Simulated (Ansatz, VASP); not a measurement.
## One calculation of MgI2, two programs

```
Mg I
1.0
     4.15721    0.00000    0.00000
    -2.07861    3.60025    0.00000
     0.00000    0.00000    6.87333
Mg I
1 2
Direct
  0.00000 0.00000 0.00000
  0.33333 0.66667 0.24262
  0.66667 0.33333 0.75738
```

Alike in both runs: task single point; functional r2SCAN; k mesh 12 × 12 × 4; no spin polarisation.

|  | VASP | Ansatz |
| --- | --- | --- |
| version | VASP 6.6.1 | Ansatz 0.2.0 |
| potentials or method | VASP PAW PBE potentials, release 64 (Mg, I) | plane waves, PAW |
| plane-wave cutoff (eV) | 520 | 500 |
| occupations | gaussian, width 0.01 eV | fixed |
| valence electrons in the cell | 16 | 44 |

|  | VASP | Ansatz | Ansatz less VASP |
| --- | --- | --- | --- |
| gap on the k mesh at the Fermi level (eV) | 4.10 | 4.13 | +0.033 |
| pressure (GPa) | 0.5 | 0.6 | +0.12 |
| traceless stress, the component that is largest in VASP (GPa) | 0.05 | 0.05 | -0.008 |
| rms of the force components (eV/Å) | 0.020 | 0.012 | -0.0084 |

VASP's potentials were made for PBE, not for r2SCAN. Atom by atom the forces differ by 0.008 eV/Å (rms over components). VASP's potentials hold 16 valence electrons a cell and Ansatz's 44, so a difference there can come from the potentials and not from the codes.

Spin-orbit coupling is off throughout.
